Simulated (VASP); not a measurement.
# MgSe (Fm-3m) in VASP: notebook

MgSe is run at these levels: LDA; tasks: single point.

Everything below comes from runs of VASP 6.6.1. Logs are shortened: lines on timing, memory, paths and dates and some standing lists are left out, and cuts for length are marked.

## 1. The cell of the first run

The structure is cubic, space group Fm-3m (No. 225). Conventional cell: a = 5.190 Å, b = 5.190 Å, c = 5.190 Å, α = 90.00°, β = 90.00°, γ = 90.00°. Within 3.4 Å of Mg (site symmetry m-3m) lie 6 Se at 2.60 Å. Within 3.4 Å of Se (site symmetry m-3m) lie 6 Mg at 2.60 Å.

## 2. Single point, LDA

Input file INCAR:

```
SYSTEM = MgSe
ALGO = Normal ; EDIFF = 1E-6
ENCUT = 600 ; GGA = CA
GGA_COMPAT = .FALSE. ; ISIF = 2
ISMEAR = 0 ; LASPH = .TRUE.
LCHARG = .FALSE. ; LREAL = .FALSE.
LWAVE = .FALSE. ; NBANDS = 11
NELM = 120 ; PREC = Accurate
SIGMA = 0.01
```

Input file KPOINTS:

```
k-points
0
G
  8 8 8
  0 0 0
```

Input file POSCAR:

```
MgSe
1.0
    2.5952087223      2.5952087223      0.0000000000
   -2.5952087223      2.5952087223      0.0000000000
    0.0000000000      2.5952087223      2.5952087223
Mg Se
1 1
Direct
    0.0000000000      0.0000000000      0.0000000000
    0.5000000000      0.5000000000      0.0000000000
```

Potentials or basis: VASP PAW LDA potentials, release 64 (Mg, Se).

On the command line:

```
$ cat potpaw_LDA.64/Mg/POTCAR potpaw_LDA.64/Se/POTCAR > POTCAR
$ mpirun -np 1 vasp_std > vasp.out
```

OUTCAR:

```text
SYSTEM = MgSe
   EDIFF = 1E-6
   ENCUT = 600
   GGA = CA
   ISIF = 2
   ISMEAR = 0
   LASPH = .TRUE.
   LREAL = .FALSE.
   NELM = 120
   PREC = Accurate

 ion  position               nearest neighbor table
   1  0.000  0.000  0.000-   2 2.60   2 2.60   2 2.60   2 2.60   2 2.60   2 2.60
   2  0.500  0.500  0.000-   1 2.60   1 2.60   1 2.60   1 2.60   1 2.60   1 2.60

  LATTYP: Found a face centered cubic cell.
 ALAT       =     5.1904174446

  Lattice vectors:

 A1 = (   0.0000000000,   2.5952087223,   2.5952087223)
 A2 = (   2.5952087223,   0.0000000000,   2.5952087223)
 A3 = (   2.5952087223,   2.5952087223,   0.0000000000)

Analysis of symmetry for initial positions (statically):
=====================================================================
 Subroutine PRICEL returns:
 Original cell was already a primitive cell.

 Routine SETGRP: Setting up the symmetry group for a
 face centered cubic supercell.

 Subroutine GETGRP returns: Found 48 space group operations
 (whereof 48 operations were pure point group operations)
 out of a pool of 48 trial point group operations.

The static configuration has the point symmetry O_h .

Analysis of symmetry for dynamics (positions and initial velocities):
=====================================================================
 Subroutine PRICEL returns:
 Original cell was already a primitive cell.

 Routine SETGRP: Setting up the symmetry group for a
 face centered cubic supercell.

 Subroutine GETGRP returns: Found 48 space group operations
 (whereof 48 operations were pure point group operations)
 out of a pool of 48 trial point group operations.

The dynamic configuration has the point symmetry O_h .

 Subroutine INISYM returns: Found 48 space group operations
 (whereof 48 operations are pure point group operations),
 and found     1 'primitive' translations

----------------------------------------------------------------------------------------

                                     Primitive cell

  volume of cell :      34.9580

  direct lattice vectors                    reciprocal lattice vectors
     2.595208722  2.595208722  0.000000000     0.192662731  0.192662731 -0.192662731
    -2.595208722  2.595208722  0.000000000    -0.192662731  0.192662731 -0.192662731
     0.000000000  2.595208722  2.595208722     0.000000000  0.000000000  0.385325462

  length of vectors
     3.670179372  3.670179372  3.670179372     0.333701639  0.333701639  0.385325462

  position of ions in fractional coordinates (direct lattice)
     0.000000000  0.000000000  0.000000000
     0.500000000  0.500000000  0.000000000

  ion indices of the primitive-cell ions
   primitive index   ion index
                 1           1
                 2           2

----------------------------------------------------------------------------------------

 KPOINTS: k-points

Automatic generation of k-mesh.
 Grid dimensions read from file:
 generate k-points for:    8    8    8

 Generating k-lattice:

  Cartesian coordinates                     Fractional coordinates (reciprocal lattice)
     0.024082841  0.024082841 -0.024082841     0.125000000  0.000000000  0.000000000
    -0.024082841  0.024082841 -0.024082841     0.000000000  0.125000000  0.000000000
     0.000000000  0.000000000  0.048165683     0.000000000  0.000000000  0.125000000

  Length of vectors
     0.041712705  0.041712705  0.048165683

  Shift w.r.t. Gamma in fractional coordinates (k-lattice)
     0.000000000  0.000000000  0.000000000

 Subroutine IBZKPT returns following result:
 ===========================================

 Found     29 irreducible k-points:

 Following reciprocal coordinates:
            Coordinates               Weight
  0.000000  0.000000  0.000000      1.000000
  0.125000  0.000000  0.000000      8.000000
  0.250000  0.000000  0.000000      8.000000
  0.375000  0.000000  0.000000      8.000000
  0.500000  0.000000  0.000000      4.000000
  0.125000  0.125000  0.000000     12.000000
[... 16 lines left out ...]
  0.375000  0.250000  0.125000     48.000000
  0.500000  0.250000  0.125000     24.000000
 [... further k-points ...]
   k-points           NKPTS =     29   k-points in BZ     NKDIM =     29   number of bands    NBANDS=     11
   number of dos      NEDOS =    301   number of ions     NIONS =      2
   total plane-waves  NPLWV =  27000
   dimension x,y,z NGX =    30 NGY =   30 NGZ =   30
   dimension x,y,z NGXF=    60 NGYF=   60 NGZF=   60
   ions per type =               1   1
   NGX,Y,Z   is equivalent  to a cutoff of  13.59, 13.59, 13.59 a.u.
   NGXF,Y,Z  is equivalent  to a cutoff of  27.18, 27.18, 27.18 a.u.
 SYSTEM =  MgSe
   PREC   = accura    normal or accurate (medium, high low for compatibility)
   ISTART =      0    job   : 0-new  1-cont  2-samecut
   ICHARG =      2    charge: 1-file 2-atom 10-const
   ISPIN  =      1    spin polarized calculation?
   LNONCOLLINEAR =      F non collinear calculations
   LSORBIT =      F    spin-orbit coupling
   LASPH  =      T    aspherical Exc in radial PAW
   ENCUT  =  600.0 eV  44.10 Ry    6.64 a.u.   7.33  7.33  7.33*2*pi/ulx,y,z
   NELM   =    120;   NELMIN=  2; NELMDL= -5     # of ELM steps
   EDIFF  = 0.1E-05   stopping-criterion for ELM
   LREAL  =      F    real-space projection
   EDIFFG = 0.1E-04   stopping-criterion for IOM
   NSW    =      0    number of steps for IOM
   IBRION =     -1    ionic relax: 0-MD 1-quasi-New 2-CG
   NFREE  =      0    steps in history (QN), initial steepest desc. (CG)
   ISIF   =      2    stress and relaxation
   ISYM   =      2    0-nonsym 1-usesym 2-fastsym
   POTIM  = 0.5000    time-step for ionic-motion
   TEBEG  =    0.0;   TEEND  =   0.0 temperature during run
   PSTRESS=    0.0 pullay stress
   NELECT =       8.0000    total number of electrons
   NUPDOWN=      -1.0000    fix difference up-down
   EMIN   =  10.00;   EMAX   =-10.00  energy-range for DOS
   EFERMI =   0.00;   METHOD = LEGACY
   ISMEAR =     0;   SIGMA  =   0.01  broadening in eV -4-tet -1-fermi 0-gaus
   EFERMI_NEDOS =   21; number of points for ismear=-14 and -15
   IALGO  =     38    algorithm
   IMIX   =      4    mixing-type and parameters
     AMIX     =   0.40;   BMIX     =  1.00
     AMIX_MAG =   1.60;   BMIX_MAG =  1.00
  volume/ion in A,a.u.               =      17.48       117.95
  Fermi-wavevector in a.u.,A,eV,Ry     =   1.001358  1.892291 13.642794  1.002717
  Thomas-Fermi vector in A             =   2.133774
   LORBIT       =      0    0 simple, 1 ext, 2 COOP (PROOUT), +10 PAW based schemes
   GGA     = CA    functional components
   LHFCALC =     F    Hartree Fock is set to
   AEXX    =    0.0000 exact exchange contribution
   IVDW    =     0    specifies the selected vdW correction
   LEPSILON=     F    determine dielectric tensor
   LRPA    =     F    only Hartree local field effects (RPA)
 non-spin polarized calculation
 Gauss-broadening in eV      SIGMA  =   0.01
  energy-cutoff  :      600.00
  volume of cell :       34.96
 maximum number of plane-waves:      1211
 NGX is ok and might be reduce to    30
   NGX = 15   NGY = 15   NGZ = 15

 number of electron       7.9999999 magnetization

 Free energy of the ion-electron system (eV)
  ---------------------------------------------------
  ext. energy  EPLUGINS =         0.00000000
  ---------------------------------------------------
  free energy    TOTEN  =        -8.48952552 eV

  energy without entropy =       -8.48952552  energy(sigma->0) =       -8.48952552

 E-fermi :   4.6327     XC(G=0): -10.3575

 val. band max:        4.5477575107   @ k =   0.0000   0.0000   0.0000
 cond. band min:       6.4361767323   @ k =   0.5000   0.5000   0.0000
 fundamental gap:      1.8884192216
 Fermi energy:         4.6327299524

 k-point     1 :       0.0000    0.0000    0.0000
  band No.  band energies     occupation
      1      -9.3350      2.00000
      2       4.5478      2.00000
      3       4.5478      2.00000
      4       4.5478      2.00000
      5       8.0418      0.00000
      6      11.8131      0.00000
      7      11.8131      0.00000
      8      11.8131      0.00000
      9      14.7289      0.00000
     10      14.7289      0.00000
     11      15.5706      0.00000

 k-point     2 :       0.1250    0.0000    0.0000
  band No.  band energies     occupation
      1      -9.1651      2.00000
      2       3.1896      2.00000
      3       4.4087      2.00000
      4       4.4087      2.00000
      5       8.9304      0.00000
      6      11.6419      0.00000
      7      12.1205      0.00000
      8      12.1205      0.00000
      9      13.7577      0.00000
     10      13.7577      0.00000
     11      15.9939      0.00000

 k-point     3 :       0.2500    0.0000    0.0000
  band No.  band energies     occupation
      1      -8.7003      2.00000
      2       1.0709      2.00000
      3       4.1146      2.00000
      4       4.1146      2.00000
      5       8.9889      0.00000
      6      11.7081      0.00000
      7      11.7081      0.00000
      8      13.0909      0.00000
      9      14.3321      0.00000
     10      14.3321      0.00000
     11      15.1024      0.00000

 k-point     4 :       0.3750    0.0000    0.0000
  band No.  band energies     occupation
      1      -8.1188      2.00000
      2      -0.6321      2.00000
      3       3.8634      2.00000
      4       3.8634      2.00000
      5       8.5880      0.00000
      6      10.9736      0.00000
      7      10.9736      0.00000
      8      14.2490      0.00000
      9      15.5792      0.00000
     10      16.4641      0.00000
     11      16.4641      0.00000
[... 239 lines left out ...]
 k-point    22 :       0.2500    0.2500    0.1250
  band No.  band energies     occupation
      1      -8.3314      2.00000
      2       0.7799      2.00000
      3       2.6001      2.00000
      4       3.6336      2.00000
      5       9.8112      0.00000
      6      10.3895      0.00000
      7      11.2468      0.00000
      8      13.5957      0.00000
      9      14.4227      0.00000
     10      17.6722      0.00000
     11      18.2324      0.00000

 k-point    23 :       0.3750    0.2500    0.1250
  band No.  band energies     occupation
      1      -7.8334      2.00000
      2      -0.2490      2.00000
      3       1.9514      2.00000
      4       3.2147      2.00000
      5       9.5404      0.00000
      6      10.4569      0.00000
      7      11.9739      0.00000
      8      13.4659      0.00000
      9      16.2317      0.00000
     10      17.8161      0.00000
     11      18.7455      0.00000

 k-point    24 :       0.5000    0.2500    0.1250
  band No.  band energies     occupation
      1      -7.5889      2.00000
      2      -0.7358      2.00000
      3       1.7902      2.00000
      4       3.0038      2.00000
      5       9.4870      0.00000
      6      10.1470      0.00000
      7      12.7250      0.00000
      8      14.2281      0.00000
      9      16.0857      0.00000
     10      17.2441      0.00000
     11      19.3124      0.00000

 [... further k-points ...]
[... 5 lines left out ...]
  --------------------------------------------------------------------------------------
  -------------------------------------------------------------------------------------
  Total        2.1191952      2.1191952      2.1191952      0.0000000      0.0000000      0.0000000
  in kB       97.1258140     97.1258140     97.1258140      0.0000000      0.0000000      0.0000000
  external PRESSURE =      97.1258140 kB  Pullay stress =       0.0000000 kB

 VOLUME and BASIS-vectors are now :
 -----------------------------------------------------------------------------
  energy-cutoff  :      600.00
  volume of cell :       34.96
      direct lattice vectors                 reciprocal lattice vectors
     2.595208722  2.595208722  0.000000000     0.192662731  0.192662731 -0.192662731
    -2.595208722  2.595208722  0.000000000    -0.192662731  0.192662731 -0.192662731
     0.000000000  2.595208722  2.595208722     0.000000000  0.000000000  0.385325462

 POSITION                                       TOTAL-FORCE (eV/Angst)
 -----------------------------------------------------------------------------------
      0.00000      0.00000      0.00000        -0.000000      0.000000      0.000000
      0.00000      2.59521      0.00000         0.000000     -0.000000      0.000000
 -----------------------------------------------------------------------------------
    total drift:                               -0.000000      0.000000      0.000000

  FREE ENERGIE OF THE ION-ELECTRON SYSTEM (eV)
  ---------------------------------------------------
  free  energy   TOTEN  =        -8.4895255235 eV

  energy  without entropy=       -8.4895255235  energy(sigma->0) =       -8.48952552
```

Wall time 20 s (1 thread of Intel Xeon 8259CL, shared host); peak memory 0.15 GiB.

Results:

| Property | Result |
| --- | --- |
| Free energy | -8.4895 eV |
| Pressure | 9.7 GPa |
| Band gap on the k mesh | 1.89 eV, indirect (least direct gap 3.49 eV) |

Levels at points of the mesh, in eV from the valence-band top:
| k point | band 1 | band 2 | band 3 | band 4 | band 5 | band 6 | band 7 | band 8 |
| --- | --- | --- | --- | --- | --- | --- | --- | --- |
| (0.00, 0.00, 0.00) | -13.88 | 0.00 | 0.00 | 0.00 | 3.49 | 7.27 | 7.27 | 7.27 |
| (0.50, 0.00, 0.00) | -12.37 | -5.87 | -0.78 | -0.78 | 3.89 | 6.16 | 6.16 | 9.45 |
| (0.50, 0.50, 0.00) | -11.93 | -5.16 | -2.19 | -2.19 | 1.89 | 3.40 | 13.09 | 13.17 |

## 3. Single point, LDA

This run uses another cell than the first one, of 19.60 Å³/atom, 1.121 times its volume.

Input file INCAR:

```
ALGO     = Normal         # electronic algorithm
EDIFF    = 1E-6           # SCF threshold, eV
ENCUT    = 600            # plane-wave cutoff, eV
GGA      = CA             # functional
GGA_COMPAT= F            
ISIF     = 2              # what is computed and relaxed
ISMEAR   = 0              # smearing method
LASPH    = T              # aspherical terms in the spheres
LCHARG   = T              # write CHGCAR
LELF     = T              # ELF
LREAL    = F              # projectors in reciprocal space
LVHAR    = T            
LWAVE    = F              # write WAVECAR
NBANDS   = 11             # bands
NELM     = 120            # most SCF steps
PREC     = Accurate       # precision mode
SIGMA    = 0.01           # smearing width, eV
```

Input file KPOINTS:

```
k-points
0
Gamma
  8 8 8
```

Input file POSCAR:

```
MgSe
1.0
    2.6960261439      2.6960261439      0.0000000000
   -2.6960261439      2.6960261439      0.0000000000
    0.0000000000      2.6960261439      2.6960261439
Mg Se
1 1
Direct
    0.0000000000      0.0000000000      0.0000000000
    0.5000000000      0.5000000000      0.0000000000
```

Potentials or basis: VASP PAW LDA potentials, release 64 (Mg, Se).

On the command line:

```
$ cat potpaw_LDA.64/Mg/POTCAR potpaw_LDA.64/Se/POTCAR > POTCAR
$ mpirun -np 1 vasp_std > vasp.out
```

Wall time 19 s (1 thread of Intel Xeon 8259CL, shared host); peak memory 0.15 GiB.

Results (log left out):

```
Free energy            : -8.6013 eV
Pressure               : -0.3 GPa
Band gap on the k mesh : 1.70 eV, indirect (least direct gap 2.62 eV)
```

Levels at points of the mesh, in eV from the valence-band top:
| k point | band 2 | band 3 | band 4 | band 5 | band 6 | band 7 |
| --- | --- | --- | --- | --- | --- | --- |
| (0.00, 0.00, 0.00) | 0.00 | 0.00 | 0.00 | 2.62 | 7.35 | 7.35 |
| (0.50, 0.00, 0.00) | -5.17 | -0.62 | -0.62 | 3.75 | 6.04 | 6.04 |
| (0.50, 0.50, 0.00) | -4.47 | -1.88 | -1.88 | 1.70 | 3.79 | 11.91 |

A k mesh can miss the band edges.

[end of part 1 of 2]
